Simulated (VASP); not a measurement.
# Cu in VASP: single point with LDA

Aim: the single point of Cu with LDA.

Everything below comes from runs of VASP 6.6.1. Logs are shortened: lines on timing, memory, paths and dates and some standing lists are left out, and cuts for length are marked.

## Step 1: The cell of the first run

The cell holds a slab with vacuum, 7 atoms: a = 2.556 Å, b = 2.556 Å, c = 25.845 Å, α = 90.00°, β = 90.00°, γ = 90.00°.

## Step 2: Single point, LDA

The input, INCAR:

```
  ALGO = Normal
  DIPOL = 0.5 0.5 0.493
  EDIFF = 1E-6
  ENCUT = 520
  IDIPOL = 3
  ISIF = 2
  ISMEAR = -1
  LASPH = T
  LCHARG = T
  LDIPOL = T
  LELF = T
  LREAL = F
  LVACPOTAV = T
  LVHAR = T
  LWAVE = F
  NBANDS = 48
  NELM = 60
  PREC = Accurate
  SIGMA = 0.05
```

The input, KPOINTS:

```
k-points
0
Gamma
  10 10 1
```

The input, POSCAR:

```
Cu
1.0
    2.5561910140      0.0000000000      0.0000000000
    0.0000000000      2.5561910140      0.0000000000
    0.0000000000      0.0000000000     25.8450000000
Cu
7
Direct
    0.5000000000      0.5000000000      0.2901915264
    0.0000000000      0.0000000000      0.3601276843
    0.5000000000      0.5000000000      0.4300638421
    0.0000000000      0.0000000000      0.4950288643
    0.5000000000      0.5000000000      0.5602127301
    0.0000000000      0.0000000000      0.6257420817
    0.5000000000      0.5000000000      0.6886942278
```

Potentials or basis: VASP PAW LDA potentials, release 64 (Cu).

Run with:

```bash
cat potpaw_LDA.64/Cu/POTCAR > POTCAR
mpirun -np 1 vasp_std > vasp.out
```

OUTCAR:

```text
EDIFF = 1E-6
   ENCUT = 520
   ISIF = 2
   ISMEAR = -1
   LASPH = T
   LREAL = F
   NELM = 60
   PREC = Accurate

 ion  position               nearest neighbor table
   1  0.500  0.500  0.290-   2 2.56   2 2.56   2 2.56   2 2.56
   2  0.000  0.000  0.360-   3 2.56   3 2.56   3 2.56   3 2.56   1 2.56   1 2.56   1 2.56   1 2.56

   3  0.500  0.500  0.430-   4 2.47   4 2.47   4 2.47   4 2.47   2 2.56   2 2.56   2 2.56   2 2.56

   4  0.000  0.000  0.495-   3 2.47   3 2.47   3 2.47   3 2.47   5 2.47   5 2.47   5 2.47   5 2.47

   5  0.500  0.500  0.560-   4 2.47   4 2.47   4 2.47   4 2.47   6 2.48   6 2.48   6 2.48   6 2.48

   6  0.000  0.000  0.626-   7 2.43   7 2.43   7 2.43   7 2.43   5 2.48   5 2.48   5 2.48   5 2.48

   7  0.500  0.500  0.689-   6 2.43   6 2.43   6 2.43   6 2.43

  LATTYP: Found a simple tetragonal cell.
 ALAT       =     2.5561910140
 C/A-ratio  =    10.1107467550

  Lattice vectors:

 A1 = (   2.5561910140,   0.0000000000,   0.0000000000)
 A2 = (   0.0000000000,   2.5561910140,   0.0000000000)
 A3 = (   0.0000000000,   0.0000000000,  25.8450000000)

Analysis of symmetry for initial positions (statically):
=====================================================================
 Subroutine PRICEL returns:
 Original cell was already a primitive cell.

 Routine SETGRP: Setting up the symmetry group for a
 simple tetragonal supercell.

 Subroutine GETGRP returns: Found  8 space group operations
 (whereof  8 operations were pure point group operations)
 out of a pool of 16 trial point group operations.

The static configuration has the point symmetry C_4v.

Analysis of symmetry for dynamics (positions and initial velocities):
=====================================================================
 Subroutine PRICEL returns:
 Original cell was already a primitive cell.

 Routine SETGRP: Setting up the symmetry group for a
 simple tetragonal supercell.

 Subroutine GETGRP returns: Found  8 space group operations
 (whereof  8 operations were pure point group operations)
 out of a pool of 16 trial point group operations.

The dynamic configuration has the point symmetry C_4v.

 Subroutine INISYM returns: Found  8 space group operations
 (whereof  8 operations are pure point group operations),
 and found     1 'primitive' translations

----------------------------------------------------------------------------------------

                                     Primitive cell

  volume of cell :     168.8741

  direct lattice vectors                    reciprocal lattice vectors
     2.556191014  0.000000000  0.000000000     0.391207071  0.000000000  0.000000000
     0.000000000  2.556191014  0.000000000     0.000000000  0.391207071  0.000000000
     0.000000000  0.000000000 25.845000000     0.000000000  0.000000000  0.038692204

  length of vectors
     2.556191014  2.556191014 25.845000000     0.391207071  0.391207071  0.038692204

  position of ions in fractional coordinates (direct lattice)
     0.500000000  0.500000000  0.290191526
     0.000000000  0.000000000  0.360127684
     0.500000000  0.500000000  0.430063842
     0.000000000  0.000000000  0.495028864
     0.500000000  0.500000000  0.560212730
     0.000000000  0.000000000  0.625742082
     0.500000000  0.500000000  0.688694228

  ion indices of the primitive-cell ions
   primitive index   ion index
                 1           1
                 2           2
                 3           3
                 4           4
                 5           5
                 6           6
                 7           7

----------------------------------------------------------------------------------------

 KPOINTS: k-points

Automatic generation of k-mesh.
 Grid dimensions read from file:
 generate k-points for:   10   10    1

 Generating k-lattice:

  Cartesian coordinates                     Fractional coordinates (reciprocal lattice)
     0.039120707  0.000000000  0.000000000     0.100000000  0.000000000  0.000000000
     0.000000000  0.039120707  0.000000000     0.000000000  0.100000000  0.000000000
     0.000000000  0.000000000  0.038692204     0.000000000  0.000000000  1.000000000

  Length of vectors
     0.039120707  0.039120707  0.038692204

  Shift w.r.t. Gamma in fractional coordinates (k-lattice)
     0.000000000  0.000000000  0.000000000

 Subroutine IBZKPT returns following result:
 ===========================================

 Found     21 irreducible k-points:

 Following reciprocal coordinates:
            Coordinates               Weight
  0.000000  0.000000  0.000000      1.000000
  0.100000  0.000000  0.000000      4.000000
  0.200000  0.000000  0.000000      4.000000
  0.300000  0.000000  0.000000      4.000000
  0.400000  0.000000  0.000000      4.000000
  0.500000  0.000000  0.000000      2.000000
[... 13 lines left out ...]
  0.500000  0.400000  0.000000      4.000000
  0.500000  0.500000  0.000000      1.000000
   k-points           NKPTS =     21   k-points in BZ     NKDIM =     21   number of bands    NBANDS=     48
   number of dos      NEDOS =    301   number of ions     NIONS =      7
   total plane-waves  NPLWV =  76800
   dimension x,y,z NGX =    20 NGY =   20 NGZ =  192
   dimension x,y,z NGXF=    40 NGYF=   40 NGZF=  384
   ions per type =               7
   NGX,Y,Z   is equivalent  to a cutoff of  13.01, 13.01, 12.35 a.u.
   NGXF,Y,Z  is equivalent  to a cutoff of  26.01, 26.01, 24.70 a.u.
 SYSTEM =  unknown system
   PREC   = accura    normal or accurate (medium, high low for compatibility)
   ISTART =      0    job   : 0-new  1-cont  2-samecut
   ICHARG =      2    charge: 1-file 2-atom 10-const
   ISPIN  =      1    spin polarized calculation?
   LNONCOLLINEAR =      F non collinear calculations
   LSORBIT =      F    spin-orbit coupling
   LASPH  =      T    aspherical Exc in radial PAW
   ENCUT  =  520.0 eV  38.22 Ry    6.18 a.u.   4.75  4.75 48.05*2*pi/ulx,y,z
   NELM   =     60;   NELMIN=  2; NELMDL= -5     # of ELM steps
   EDIFF  = 0.1E-05   stopping-criterion for ELM
   LREAL  =      F    real-space projection
   EDIFFG = 0.1E-04   stopping-criterion for IOM
   NSW    =      0    number of steps for IOM
   IBRION =     -1    ionic relax: 0-MD 1-quasi-New 2-CG
   NFREE  =      0    steps in history (QN), initial steepest desc. (CG)
   ISIF   =      2    stress and relaxation
   ISYM   =      2    0-nonsym 1-usesym 2-fastsym
   POTIM  = 0.5000    time-step for ionic-motion
   TEBEG  =    0.0;   TEEND  =   0.0 temperature during run
   PSTRESS=    0.0 pullay stress
   NELECT =      77.0000    total number of electrons
   NUPDOWN=      -1.0000    fix difference up-down
   EMIN   =  10.00;   EMAX   =-10.00  energy-range for DOS
   EFERMI =   0.00;   METHOD = LEGACY
   ISMEAR =    -1;   SIGMA  =   0.05  broadening in eV -4-tet -1-fermi 0-gaus
   EFERMI_NEDOS =   21; number of points for ismear=-14 and -15
   IALGO  =     38    algorithm
   IMIX   =      4    mixing-type and parameters
     AMIX     =   0.40;   BMIX     =  1.00
     AMIX_MAG =   1.60;   BMIX_MAG =  1.00
  volume/ion in A,a.u.               =      24.12       162.80
  Fermi-wavevector in a.u.,A,eV,Ry     =   1.260039  2.381129 21.601950  1.587699
  Thomas-Fermi vector in A             =   2.393569
   LORBIT       =      0    0 simple, 1 ext, 2 COOP (PROOUT), +10 PAW based schemes
   GGA     = CA    functional components
   LHFCALC =     F    Hartree Fock is set to
   AEXX    =    0.0000 exact exchange contribution
   IVDW    =     0    specifies the selected vdW correction
   LEPSILON=     F    determine dielectric tensor
   LRPA    =     F    only Hartree local field effects (RPA)
 non-spin polarized calculation
  energy-cutoff  :      520.00
  volume of cell :      168.87
 maximum number of plane-waves:      4571
 NGX is ok and might be reduce to    20
   NGX =  9   NGY =  9   NGZ = 97

 dipolmoment           0.000000      0.000000      0.000710 electrons x Angstroem

 number of electron      76.9999875 magnetization

 dipolmoment           0.000000      0.000000     -0.001245 electrons x Angstroem

 Free energy of the ion-electron system (eV)
  ---------------------------------------------------
  ext. energy  EPLUGINS =         0.00000000
  ---------------------------------------------------
  free energy    TOTEN  =       -31.22299931 eV

  energy without entropy =      -31.20298279  energy(sigma->0) =      -31.21299105

 E-fermi :   1.1157     XC(G=0):  -7.0333

 val. band max:        1.0230398752   @ k =   0.5000   0.1000   0.0000
 cond. band min:       1.1199861678   @ k =   0.5000   0.1000   0.0000
 fundamental gap:      0.0969462926
 Fermi energy:         1.1156804805

 k-point     1 :       0.0000    0.0000    0.0000
  band No.  band energies     occupation
      1      -8.3866      2.00000
      2      -7.5479      2.00000
      3      -6.5041      2.00000
      4      -5.1912      2.00000
      5      -4.2087      2.00000
      6      -3.9387      2.00000
[... 40 lines left out ...]
     47       8.3742      0.00000
     48       9.5235      0.00000

 k-point     2 :       0.1000    0.0000    0.0000
  band No.  band energies     occupation
      1      -8.1463      2.00000
      2      -7.3163      2.00000
      3      -6.2873      2.00000
      4      -5.0035      2.00000
      5      -4.0668      2.00000
      6      -3.8115      2.00000
[... 40 lines left out ...]
     47       8.6049      0.00000
     48       9.7046      0.00000

 k-point     3 :       0.2000    0.0000    0.0000
  band No.  band energies     occupation
      1      -7.4457      2.00000
      2      -6.6496      2.00000
      3      -5.6848      2.00000
      4      -4.5352      2.00000
      5      -3.7500      2.00000
      6      -3.5176      2.00000
[... 907 lines left out ...]
     47       9.3207      0.00000
     48       9.5345      0.00000

 k-point    21 :       0.5000    0.5000    0.0000
  band No.  band energies     occupation
      1      -4.0480      2.00000
      2      -3.9750      2.00000
      3      -3.6505      2.00000
      4      -3.5352      2.00000
      5      -3.5352      2.00000
      6      -3.5117      2.00000
[... 40 lines left out ...]
     47       8.6365      0.00000
     48       9.0510      0.00000

------------------------ aborting loop because EDIFF is reached ----------------------------------------

  FORCE on cell =-STRESS in cart. coord.  units (eV):
  Direction    XX          YY          ZZ          XY          YZ          ZX
  --------------------------------------------------------------------------------------
  -------------------------------------------------------------------------------------
  Total       -4.2868946     -4.2868946     -1.8894290      0.0000000      0.0000000      0.0000000
  in kB      -40.6715052    -40.6715052    -17.9257779      0.0000000      0.0000000      0.0000000
  external PRESSURE =     -33.0895961 kB  Pullay stress =       0.0000000 kB

 VOLUME and BASIS-vectors are now :
 -----------------------------------------------------------------------------
  energy-cutoff  :      520.00
  volume of cell :      168.87
      direct lattice vectors                 reciprocal lattice vectors
     2.556191014  0.000000000  0.000000000     0.391207071  0.000000000  0.000000000
     0.000000000  2.556191014  0.000000000     0.000000000  0.391207071  0.000000000
     0.000000000  0.000000000 25.845000000     0.000000000  0.000000000  0.038692204

 POSITION                                       TOTAL-FORCE (eV/Angst)
 -----------------------------------------------------------------------------------
      1.27810      1.27810      7.50000         0.000000      0.000000      0.692933
      0.00000      0.00000      9.30750        -0.000000      0.000000     -0.231468
      1.27810      1.27810     11.11500        -0.000000      0.000000     -0.500084
      0.00000      0.00000     12.79402         0.000000      0.000000      0.002807
      1.27810      1.27810     14.47870         0.000000      0.000000      0.003233
      0.00000      0.00000     16.17230         0.000000     -0.000000     -0.008862
      1.27810      1.27810     17.79930         0.000000      0.000000      0.041440
 -----------------------------------------------------------------------------------
    total drift:                               -0.000000     -0.000000     -0.003280

  FREE ENERGIE OF THE ION-ELECTRON SYSTEM (eV)
  ---------------------------------------------------
  free  energy   TOTEN  =       -31.2229993057 eV

  energy  without entropy=      -31.2029827933  energy(sigma->0) =      -31.21299105

 vacuum level on the upper side and lower side of the slab         5.994         6.029
```

It took 2.9 min on 1 thread of AMD EPYC 9R45 (Zen 5), shared host; peak memory 0.25 GiB.

What came out:

```
Free energy   : -31.2230 eV
Largest force : 0.693 eV/Å
```

Forces in eV/Å, atoms in the order of the input:
```
Cu   0.000  0.000  0.693
Cu   0.000  0.000 -0.231
Cu   0.000  0.000 -0.500
Cu   0.000  0.000  0.003
Cu   0.000  0.000  0.003
Cu   0.000  0.000 -0.009
Cu   0.000  0.000  0.041
```

Levels at points of the mesh, in eV from the Fermi level:
```
           k point  band 37  band 38  band 39  band 40  band 41  band 42
(0.00, 0.00, 0.00)    -1.53    -1.48    -1.48    -1.47    -0.78     0.66
(0.50, 0.00, 0.00)    -0.63    -0.49    -0.38    -0.29    -0.12     0.01
(0.50, 0.50, 0.00)     1.63     2.94     2.94     4.43     4.43     6.29
```
